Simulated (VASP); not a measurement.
# HfN (rocksalt type) (Fm-3m) in VASP: further runs, part 2 of 2

VASP 6.6.1.

**5. Single point, PBEsol**

This run uses another cell than the first one, of 11.40 Å³/atom, 1.136 times its volume.

INCAR reads:

```
SYSTEM = HfN
PREC = Accurate
ENCUT = 520
EDIFF = 1E-6
ISMEAR = -1
SIGMA = 0.08
LREAL = .FALSE.
LASPH = .TRUE.
NELM = 100
ALGO = Normal
ISIF = 2
LWAVE = .FALSE.
LCHARG = .FALSE.
GGA = PS
NBANDS = 14
```

KPOINTS reads:

```
regular mesh
0
G
  15 15 15
  0 0 0
```

POSCAR reads:

```
HfN
1.0
    0.0000000000      2.2507575181      2.2507575181
    2.2507575181      0.0000000000      2.2507575181
    2.2507575181      2.2507575181      0.0000000000
Hf N
1 1
Direct
    0.0000000000      0.0000000000      0.0000000000
    0.5000000000      0.5000000000      0.5000000000
```

Potentials or basis: VASP PAW PBE potentials, release 64 (Hf_pv, N).

Run with:

```sh
$ cat potpaw_PBE.64/Hf_pv/POTCAR potpaw_PBE.64/N/POTCAR > POTCAR
$ mpirun -np 1 vasp_std > vasp.out
```

OUTCAR:

```text
SYSTEM = HfN
   PREC = Accurate
   ENCUT = 520
   EDIFF = 1E-6
   ISMEAR = -1
   LREAL = .FALSE.
   LASPH = .TRUE.
   NELM = 100
   ISIF = 2
   GGA = PS

 ion  position               nearest neighbor table
   1  0.000  0.000  0.000-   2 2.25   2 2.25   2 2.25   2 2.25   2 2.25   2 2.25
   2  0.500  0.500  0.500-   1 2.25   1 2.25   1 2.25   1 2.25   1 2.25   1 2.25

  LATTYP: Found a face centered cubic cell.
 ALAT       =     4.5015150362

  Lattice vectors:

 A1 = (   0.0000000000,   2.2507575181,   2.2507575181)
 A2 = (   2.2507575181,   0.0000000000,   2.2507575181)
 A3 = (   2.2507575181,   2.2507575181,   0.0000000000)

Analysis of symmetry for initial positions (statically):
=====================================================================
 Subroutine PRICEL returns:
 Original cell was already a primitive cell.

 Routine SETGRP: Setting up the symmetry group for a
 face centered cubic supercell.

 Subroutine GETGRP returns: Found 48 space group operations
[... 9 lines left out ...]

 Routine SETGRP: Setting up the symmetry group for a
 face centered cubic supercell.

 Subroutine GETGRP returns: Found 48 space group operations
[... 164 lines left out ...]
      6       5.2983      2.00000
      7       5.2983      2.00000
      8       7.9192      1.98177
      9       7.9192      1.98177
     10       7.9192      1.98177
     11      10.2131      0.00000
     12      10.2670      0.00000
     13      10.2670      0.00000
     14      17.8613      0.00000
[... 377 lines left out ...]
      1     -23.0135      2.00000
      2     -22.8006      2.00000
      3     -22.7904      2.00000
      4      -8.4121      2.00000
      5       2.3526      2.00000
      6       4.3381      2.00000
      7       4.4675      2.00000
      8       6.9722      2.00000
      9       9.8819      0.00000
     10       9.9254      0.00000
     11      11.0760      0.00000
     12      11.1440      0.00000
     13      14.5123      0.00000
     14      20.6129      0.00000

 [... further k-points ...]

------------------------ aborting loop because EDIFF is reached ----------------------------------------

  FORCE on cell =-STRESS in cart. coord.  units (eV):
  Direction    XX          YY          ZZ          XY          YZ          ZX
  --------------------------------------------------------------------------------------
  -------------------------------------------------------------------------------------
  Total       -0.3044263     -0.3044263     -0.3044263      0.0000000     -0.0000000      0.0000000
  in kB      -21.3883181    -21.3883181    -21.3883181      0.0000000     -0.0000000      0.0000000
  external PRESSURE =     -21.3883181 kB  Pullay stress =       0.0000000 kB

 VOLUME and BASIS-vectors are now :
 -----------------------------------------------------------------------------
  energy-cutoff  :      520.00
  volume of cell :       22.80
      direct lattice vectors                 reciprocal lattice vectors
     0.000000000  2.250757518  2.250757518    -0.222147431  0.222147431  0.222147431
     2.250757518  0.000000000  2.250757518     0.222147431 -0.222147431  0.222147431
     2.250757518  2.250757518  0.000000000     0.222147431  0.222147431 -0.222147431

 POSITION                                       TOTAL-FORCE (eV/Angst)
 -----------------------------------------------------------------------------------
      0.00000      0.00000      0.00000        -0.000000     -0.000000     -0.000000
      2.25076      2.25076      2.25076         0.000000      0.000000      0.000000
 -----------------------------------------------------------------------------------
    total drift:                                0.000000     -0.000000     -0.000000

  FREE ENERGIE OF THE ION-ELECTRON SYSTEM (eV)
  ---------------------------------------------------
  free  energy   TOTEN  =       -22.9987142901 eV

  energy  without entropy=      -22.9860904423  energy(sigma->0) =      -22.99240237
```

stdout:

```text
POSCAR found type information on POSCAR HfN
 POSCAR found :  2 types and       2 ions
 scaLAPACK will be used
 -----------------------------------------------------------------------------
|                                                                             |
|                                                                             |
|     You enforced a specific xc type in the INCAR file but a different       |
|     I HOPE YOU KNOW WHAT YOU ARE DOING!                                     |
|                                                                             |
 -----------------------------------------------------------------------------

 LDA part: xc-table for (Slater+PW92), standard interpolation
 POSCAR, INCAR and KPOINTS ok, starting setup
 FFT: planning ... GRIDC
 FFT: planning ... GRID_SOFT
 FFT: planning ... GRID
 WAVECAR not read
 entering main loop
```

Wall time 16 s (1 thread of Intel Xeon Platinum 8488C (Sapphire Rapids), shared host); peak memory 0.17 GiB.

What came out:

```yaml
Free_energy: -22.9987 eV
Pressure: -2.1 GPa
```

Caveat: the PAW data sets were made with another functional, which shifts forces and pressure a little; spin-orbit coupling is left out, which moves the levels of the heavy elements.

**6. The runs side by side**

| cell | gap on the mesh (eV) | pressure (GPa) |
| --- | --- | --- |
| a = 3.050 Å, angles 60.0°, 2 atoms | none | 45.6 |
| a = 3.118 Å, angles 60.0°, 2 atoms | none | 17.9 |
| a = 3.183 Å, angles 60.0°, 2 atoms | none | -2.1 |

Alike in all rows: task single point; level PBEsol; potentials or basis VASP PAW PBE potentials, release 64 (Hf_pv, N); no spin polarisation; k mesh 15 × 15 × 15; cutoff (eV) 520; smearing fermi-dirac 0.08 eV.

Caveats: the PAW data sets were made with another functional, which shifts forces and pressure a little; spin-orbit coupling is left out, which moves the levels of the heavy elements.

Total energies depend on the potentials used, so only differences within one code and one set of settings carry meaning.
